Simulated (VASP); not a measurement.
# Zn (Pm-3m) in VASP: a series of runs

Runs on Zn. Level: PBE. Tasks: single point, relaxation of cell and atoms.

Program: VASP 6.6.1. These are calculated values, not measurements. Logs are shortened: lines on timing, memory, paths and dates and some standing lists are left out, and cuts for length are marked.

### Step 1. The cell of the first run

The structure is cubic, space group Pm-3m (No. 221). Conventional cell: a = 2.636 Å, b = 2.636 Å, c = 2.636 Å, α = 90.00°, β = 90.00°, γ = 90.00°. Zn (site symmetry m-3m) has 6 Zn at 2.64 Å within 3.5 Å.

### Step 2. Single point, PBE

Input file INCAR:

```
PREC = Accurate
ENCUT = 520
EDIFF = 1E-7
ISMEAR = 1
SIGMA = 0.1
LREAL = False
LASPH = True
NELM = 60
ALGO = Normal
ISIF = 2
LWAVE = False
LCHARG = True
GGA = PE
LELF = True
LVHAR = True
NBANDS = 12
```

Input file KPOINTS:

```
Automatic mesh
0
Gamma
  8 8 8
```

Input file POSCAR:

```
Zn
1.0
    2.6356260304      0.0000000000      0.0000000000
    0.0000000000      2.6356260304      0.0000000000
    0.0000000000      0.0000000000      2.6356260304
Zn
1
Direct
    0.0000000000      0.0000000000      0.0000000000
```

Potentials or basis: VASP PAW PBE potentials, release 64 (Zn).

On the command line:

```console
cat potpaw_PBE.64/Zn/POTCAR > POTCAR
mpirun -np 1 vasp_std > vasp.out
```

OUTCAR:

```text
PREC = Accurate
   ENCUT = 520
   EDIFF = 1E-7
   ISMEAR = 1
   LREAL = False
   LASPH = True
   NELM = 60
   ISIF = 2
   GGA = PE

 ion  position               nearest neighbor table
   1  0.000  0.000  0.000-

  LATTYP: Found a simple cubic cell.
 ALAT       =     2.6356260304

  Lattice vectors:

 A1 = (   2.6356260304,   0.0000000000,   0.0000000000)
 A2 = (   0.0000000000,   2.6356260304,   0.0000000000)
 A3 = (   0.0000000000,   0.0000000000,   2.6356260304)

Analysis of symmetry for initial positions (statically):
=====================================================================
 Subroutine PRICEL returns:
 Original cell was already a primitive cell.

 Routine SETGRP: Setting up the symmetry group for a
 simple cubic supercell.

 Subroutine GETGRP returns: Found 48 space group operations
[... 9 lines left out ...]

 Routine SETGRP: Setting up the symmetry group for a
 simple cubic supercell.

 Subroutine GETGRP returns: Found 48 space group operations
[... 11 lines left out ...]
                                     Primitive cell

  volume of cell :      18.3084

  direct lattice vectors                    reciprocal lattice vectors
     2.635626030  0.000000000  0.000000000     0.379416499  0.000000000  0.000000000
     0.000000000  2.635626030  0.000000000     0.000000000  0.379416499  0.000000000
     0.000000000  0.000000000  2.635626030     0.000000000  0.000000000  0.379416499

  length of vectors
     2.635626030  2.635626030  2.635626030     0.379416499  0.379416499  0.379416499

  position of ions in fractional coordinates (direct lattice)
     0.000000000  0.000000000  0.000000000

  ion indices of the primitive-cell ions
   primitive index   ion index
                 1           1

----------------------------------------------------------------------------------------

 KPOINTS: Automatic mesh

Automatic generation of k-mesh.
 Grid dimensions read from file:
 generate k-points for:    8    8    8

 Generating k-lattice:

  Cartesian coordinates                     Fractional coordinates (reciprocal lattice)
     0.047427062  0.000000000  0.000000000     0.125000000  0.000000000  0.000000000
     0.000000000  0.047427062  0.000000000     0.000000000  0.125000000  0.000000000
     0.000000000  0.000000000  0.047427062     0.000000000  0.000000000  0.125000000

  Length of vectors
     0.047427062  0.047427062  0.047427062

  Shift w.r.t. Gamma in fractional coordinates (k-lattice)
     0.000000000  0.000000000  0.000000000

 Subroutine IBZKPT returns following result:
 ===========================================

 Found     35 irreducible k-points:

 Following reciprocal coordinates:
            Coordinates               Weight
  0.000000  0.000000  0.000000      1.000000
  0.125000  0.000000  0.000000      6.000000
  0.250000  0.000000  0.000000      6.000000
  0.375000  0.000000  0.000000      6.000000
  0.500000  0.000000  0.000000      3.000000
  0.125000  0.125000  0.000000     12.000000
[... 16 lines left out ...]
  0.375000  0.375000  0.125000     24.000000
  0.500000  0.375000  0.125000     24.000000
 [... further k-points ...]
   k-points           NKPTS =     35   k-points in BZ     NKDIM =     35   number of bands    NBANDS=     12
   number of dos      NEDOS =    301   number of ions     NIONS =      1
   total plane-waves  NPLWV =   8000
   dimension x,y,z NGX =    20 NGY =   20 NGZ =   20
   dimension x,y,z NGXF=    40 NGYF=   40 NGZF=   40
   ions per type =               1
   NGX,Y,Z   is equivalent  to a cutoff of  12.62, 12.62, 12.62 a.u.
   NGXF,Y,Z  is equivalent  to a cutoff of  25.23, 25.23, 25.23 a.u.
 SYSTEM =  unknown system
   PREC   = accura    normal or accurate (medium, high low for compatibility)
   ISTART =      0    job   : 0-new  1-cont  2-samecut
   ICHARG =      2    charge: 1-file 2-atom 10-const
   ISPIN  =      1    spin polarized calculation?
   LNONCOLLINEAR =      F non collinear calculations
   LSORBIT =      F    spin-orbit coupling
   LASPH  =      T    aspherical Exc in radial PAW
   ENCUT  =  520.0 eV  38.22 Ry    6.18 a.u.   4.90  4.90  4.90*2*pi/ulx,y,z
   NELM   =     60;   NELMIN=  2; NELMDL= -5     # of ELM steps
   EDIFF  = 0.1E-06   stopping-criterion for ELM
   LREAL  =      F    real-space projection
   EDIFFG = 0.1E-05   stopping-criterion for IOM
   NSW    =      0    number of steps for IOM
   IBRION =     -1    ionic relax: 0-MD 1-quasi-New 2-CG
   NFREE  =      0    steps in history (QN), initial steepest desc. (CG)
   ISIF   =      2    stress and relaxation
   ISYM   =      2    0-nonsym 1-usesym 2-fastsym
   POTIM  = 0.5000    time-step for ionic-motion
   TEBEG  =    0.0;   TEEND  =   0.0 temperature during run
   PSTRESS=    0.0 pullay stress
   NELECT =      12.0000    total number of electrons
   NUPDOWN=      -1.0000    fix difference up-down
   EMIN   =  10.00;   EMAX   =-10.00  energy-range for DOS
   EFERMI =   0.00;   METHOD = LEGACY
   ISMEAR =     1;   SIGMA  =   0.10  broadening in eV -4-tet -1-fermi 0-gaus
   EFERMI_NEDOS =   21; number of points for ismear=-14 and -15
   IALGO  =     38    algorithm
   IMIX   =      4    mixing-type and parameters
     AMIX     =   0.40;   BMIX     =  1.00
     AMIX_MAG =   1.60;   BMIX_MAG =  1.00
  volume/ion in A,a.u.               =      18.31       123.55
  Fermi-wavevector in a.u.,A,eV,Ry     =   1.422061  2.687305 27.514471  2.022257
  Thomas-Fermi vector in A             =   2.542804
   LORBIT       =      0    0 simple, 1 ext, 2 COOP (PROOUT), +10 PAW based schemes
   GGA     = PE    functional components
   LHFCALC =     F    Hartree Fock is set to
   AEXX    =    0.0000 exact exchange contribution
   IVDW    =     0    specifies the selected vdW correction
   LEPSILON=     F    determine dielectric tensor
   LRPA    =     F    only Hartree local field effects (RPA)
 non-spin polarized calculation
 Methfessel and Paxton  Order N= 1 SIGMA  =   0.10
  energy-cutoff  :      520.00
  volume of cell :       18.31
 maximum number of plane-waves:       502
 NGX is ok and might be reduce to    20
   NGX =  9   NGY =  9   NGZ =  9

 number of electron      12.0000017 magnetization

 Free energy of the ion-electron system (eV)
  ---------------------------------------------------
  ext. energy  EPLUGINS =         0.00000000
  ---------------------------------------------------
  free energy    TOTEN  =        -0.90084846 eV

  energy without entropy =       -0.90055977  energy(sigma->0) =       -0.90075223

 E-fermi :   2.0622     XC(G=0): -10.5344

 val. band max:        1.5882208731   @ k =   0.5000   0.3750   0.1250
 cond. band min:       2.0952830789   @ k =   0.5000   0.2500   0.2500
 fundamental gap:      0.5070622058
 Fermi energy:         2.0621977008

 k-point     1 :       0.0000    0.0000    0.0000
  band No.  band energies     occupation
      1      -7.1735      2.00000
      2      -6.1184      2.00000
      3      -6.1184      2.00000
      4      -4.9856      2.00000
      5      -4.9856      2.00000
      6      -4.9856      2.00000
      7      13.9035      0.00000
      8      13.9035      0.00000
      9      13.9035      0.00000
     10      16.8101      0.00000
     11      16.8101      0.00000
     12      19.4650      0.00000

 k-point     2 :       0.1250    0.0000    0.0000
  band No.  band energies     occupation
      1      -6.8421      2.00000
      2      -6.1007      2.00000
      3      -6.0141      2.00000
      4      -5.0354      2.00000
      5      -5.0354      2.00000
      6      -4.9814      2.00000
      7      10.3010      0.00000
      8      14.2989      0.00000
      9      14.2989      0.00000
     10      17.0682      0.00000
     11      18.5561      0.00000
     12      22.0884      0.00000

 k-point     3 :       0.2500    0.0000    0.0000
  band No.  band energies     occupation
      1      -6.2218      2.00000
      2      -6.0579      2.00000
      3      -5.3668      2.00000
      4      -5.1534      2.00000
      5      -5.1534      2.00000
      6      -4.9713      2.00000
      7       5.9641      0.00000
      8      15.4334      0.00000
      9      15.4334      0.00000
     10      17.8558      0.00000
     11      19.3633      0.00000
     12      27.1316      0.00000

 k-point     4 :       0.3750    0.0000    0.0000
  band No.  band energies     occupation
      1      -6.0148      2.00000
      2      -5.9783      2.00000
      3      -5.2682      2.00000
      4      -5.2682      2.00000
      5      -4.9612      2.00000
      6      -3.6119      2.00000
      7       2.1409      0.02662
      8      17.1068      0.00000
      9      17.1068      0.00000
     10      19.2087      0.00000
     11      20.3013      0.00000
     12      23.8144      0.00000

 k-point     5 :       0.5000    0.0000    0.0000
  band No.  band energies     occupation
      1      -5.9969      2.00000
      2      -5.9067      2.00000
      3      -5.3149      2.00000
      4      -5.3149      2.00000
      5      -4.9570      2.00000
      6      -1.1571      2.00000
      7      -0.9845      2.00000
      8      18.3210      0.00000
      9      18.3210      0.00000
     10      20.8948      0.00000
     11      21.0577      0.00000
     12      21.3052      0.00000
[... 228 lines left out ...]
      1      -5.7720      2.00000
      2      -5.6800      2.00000
      3      -5.3630      2.00000
      4      -5.3380      2.00000
      5      -5.1656      2.00000
      6      -2.0256      2.00000
      7       3.7490     -0.00000
      8       9.4559      0.00000
      9      14.4504      0.00000
     10      15.7764      0.00000
     11      20.4251      0.00000
     12      25.0825      0.00000

 k-point    22 :       0.5000    0.2500    0.1250
  band No.  band energies     occupation
      1      -5.7448      2.00000
      2      -5.7280      2.00000
      3      -5.3934      2.00000
      4      -5.3066      2.00000
      5      -5.1426      2.00000
      6       0.0803      2.00000
      7       0.9976      2.00000
      8      10.9134      0.00000
      9      13.0303      0.00000
     10      16.7732      0.00000
     11      18.1533      0.00000
     12      26.5562      0.00000

 k-point    23 :       0.3750    0.3750    0.1250
  band No.  band energies     occupation
      1      -5.8762      2.00000
      2      -5.7090      2.00000
      3      -5.3242      2.00000
      4      -5.3158      2.00000
      5      -4.9892      2.00000
      6      -0.3693      2.00000
      7       4.4919      0.00000
      8       6.5413      0.00000
      9      11.6809      0.00000
     10      16.7302      0.00000
     11      21.9027      0.00000
     12      22.2384      0.00000

 k-point    24 :       0.5000    0.3750    0.1250
  band No.  band energies     occupation
      1      -5.9509      2.00000
      2      -5.6826      2.00000
      3      -5.3678      2.00000
      4      -5.3095      2.00000
      5      -4.8676      2.00000
      6       1.5882      2.00000
      7       2.5372     -0.00000
      8       7.1561      0.00000
      9       9.7504      0.00000
     10      18.4806      0.00000
     11      19.7001      0.00000
     12      23.7526      0.00000

 [... further k-points ...]
[... 5 lines left out ...]
  --------------------------------------------------------------------------------------
  -------------------------------------------------------------------------------------
  Total        0.0281994      0.0281994      0.0281994      0.0000000      0.0000000     -0.0000000
  in kB        2.4677381      2.4677381      2.4677381      0.0000000      0.0000000     -0.0000000
  external PRESSURE =       2.4677381 kB  Pullay stress =       0.0000000 kB

 VOLUME and BASIS-vectors are now :
 -----------------------------------------------------------------------------
  energy-cutoff  :      520.00
  volume of cell :       18.31
      direct lattice vectors                 reciprocal lattice vectors
     2.635626030  0.000000000  0.000000000     0.379416499  0.000000000  0.000000000
     0.000000000  2.635626030  0.000000000     0.000000000  0.379416499  0.000000000
     0.000000000  0.000000000  2.635626030     0.000000000  0.000000000  0.379416499

 POSITION                                       TOTAL-FORCE (eV/Angst)
 -----------------------------------------------------------------------------------
      0.00000      0.00000      0.00000         0.000000      0.000000      0.000000
 -----------------------------------------------------------------------------------
    total drift:                               -0.000000      0.000000     -0.000000

  FREE ENERGIE OF THE ION-ELECTRON SYSTEM (eV)
  ---------------------------------------------------
  free  energy   TOTEN  =        -0.9008484565 eV

  energy  without entropy=       -0.9005597679  energy(sigma->0) =       -0.90075223
```

Wall time 7.6 s (1 thread of AMD EPYC 7R43 (Zen 3), shared host); peak memory 0.08 GiB.

What came out:

* Free energy: -0.9008 eV
* Pressure: 0.2 GPa
* Band gap on the k mesh: zero (band 6 reaches 7.22 eV, above the bottom of band 7 at -0.98 eV)

### Step 3. Single point, PBE

Input file INCAR:

```
SYSTEM = Zn
ALGO = Normal ; EDIFF = 1E-6
ENCUT = 520 ; GGA = PE
ISIF = 2 ; ISMEAR = 1
LASPH = .TRUE. ; LCHARG = .FALSE.
LREAL = .FALSE. ; LWAVE = .FALSE.
NBANDS = 12 ; NELM = 60
PREC = Accurate ; SIGMA = 0.1
```

Input file KPOINTS:

```
k-points
0
G
  8 8 8
  0 0 0
```

POSCAR is that of step 2.

Potentials or basis: VASP PAW PBE potentials, release 64 (Zn).

On the command line:

```console
cat potpaw_PBE.64/Zn/POTCAR > POTCAR
mpirun -np 1 vasp_std > vasp.out
```

Wall time 6.3 s (1 thread of AMD EPYC 7R43 (Zen 3), shared host); peak memory 0.08 GiB.

The run converged. Its results:

```
Free energy            : -0.9008 eV
Pressure               : 0.2 GPa
Band gap on the k mesh : zero (band 6 reaches 7.22 eV, above the bottom of band 7 at -0.98 eV)
```

Levels at points of the mesh, in eV from the Fermi level:
```csv
k point,band 2,band 3,band 4,band 5,band 6,band 7,band 8,band 9,band 10,band 11
"(0.00, 0.00, 0.00)",-8.18,-8.18,-7.05,-7.05,-7.05,11.84,11.84,11.84,14.75,14.75
"(0.50, 0.00, 0.00)",-7.97,-7.38,-7.38,-7.02,-3.22,-3.05,16.26,16.26,18.83,19.00
"(0.50, 0.50, 0.00)",-7.88,-7.32,-7.32,-6.78,1.09,1.09,2.13,5.82,21.08,23.12
"(0.50, 0.50, 0.50)",-7.92,-7.92,-6.76,-6.76,5.16,5.16,5.16,9.04,10.28,10.28
```

### Step 4. Relaxation of cell and atoms, PBE

This run uses another cell than the first one, of 16.78 Å³/atom, 0.916 times its volume.

Input file INCAR:

```
SYSTEM = Zn
PREC     = Accurate       ! precision mode
ENCUT    = 600            ! plane-wave cutoff, eV
EDIFF    = 1E-6           ! SCF threshold, eV
ISMEAR   = 1              ! smearing method
SIGMA    = 0.1            ! smearing width, eV
LREAL    = .FALSE.        ! projectors in reciprocal space
LASPH    = .TRUE.         ! aspherical terms in the spheres
NELM     = 100            ! most SCF steps
ALGO     = Normal         ! electronic algorithm
ISIF     = 3              ! what is computed and relaxed
LWAVE    = .FALSE.        ! write WAVECAR
LCHARG   = .FALSE.        ! write CHGCAR
GGA      = PE             ! functional
IBRION   = 2              ! ionic algorithm
NSW      = 80             ! ionic steps
EDIFFG   = -0.02          ! ionic threshold
```

Input file KPOINTS:

```
Automatic mesh
0
G
  8 8 8
  0 0 0
```

Input file POSCAR:

```
Zn
1.0
    2.5600000000      0.0000000000      0.0000000000
    0.0000000000      2.5600000000      0.0000000000
    0.0000000000      0.0000000000      2.5600000000
Zn
1
Direct
    0.0000000000      0.0000000000      0.0000000000
```

On the command line:

```console
cat potpaw_PBE.64/Zn/POTCAR > POTCAR
mpirun -np 1 vasp_std > vasp.out
```

Run time: 17 s. Hardware: 1 thread of AMD EPYC 7R43 (Zen 3), shared host; peak memory 0.09 GiB.

Results (log left out):

```
Free energy                            : -0.9002 eV
Relaxed volume                         : 18.39 Å³/atom
Relaxed cell                           : a = 2.639 Å, b = 2.639 Å, c = 2.639 Å, α = 90.00°, β = 90.00°, γ = 90.00°
Space group after relaxing (to 0.05 Å) : Pm-3m (No. 221)
Energy gained by relaxing              : 25.7 meV/atom
Ionic steps                            : 3
Pressure after relaxing                : 0.0 GPa
Band gap on the k mesh                 : zero (band 6 reaches 7.18 eV, above the bottom of band 7 at -0.99 eV)
```

Step by step:
| step | energy change (eV) | largest force (eV/Å) | pressure (GPa) | volume (Å³) |
| --- | --- | --- | --- | --- |
| 1 | 0.0000 | 0.0000 | 5.58 | 16.78 |
| 2 | -0.0255 | 0.0000 | 0.40 | 18.24 |
| 3 | -0.0257 | 0.0000 | 0.00 | 18.39 |

Final structure:
```
Zn
1.0
     2.63946    0.00000    0.00000
     0.00000    2.63946    0.00000
     0.00000    0.00000    2.63946
Zn
1
Cartesian
  0.0000 0.0000 0.0000
```

Levels at points of the mesh, in eV from the Fermi level:
| k point | band 2 | band 3 | band 4 | band 5 | band 6 | band 7 | band 8 | band 9 | band 10 |
| --- | --- | --- | --- | --- | --- | --- | --- | --- | --- |
| (0.00, 0.00, 0.00) | -8.17 | -8.17 | -7.05 | -7.05 | -7.05 | 11.80 | 11.80 | 11.80 | 14.71 |
| (0.50, 0.00, 0.00) | -7.96 | -7.37 | -7.37 | -7.02 | -3.23 | -3.03 | 16.20 | 16.20 | 18.78 |
| (0.50, 0.50, 0.00) | -7.87 | -7.32 | -7.32 | -6.78 | 1.08 | 1.08 | 2.10 | 5.81 | 20.99 |
| (0.50, 0.50, 0.50) | -7.91 | -7.91 | -6.77 | -6.77 | 5.14 | 5.14 | 5.14 | 8.97 | 10.26 |

[end of part 1 of 2]
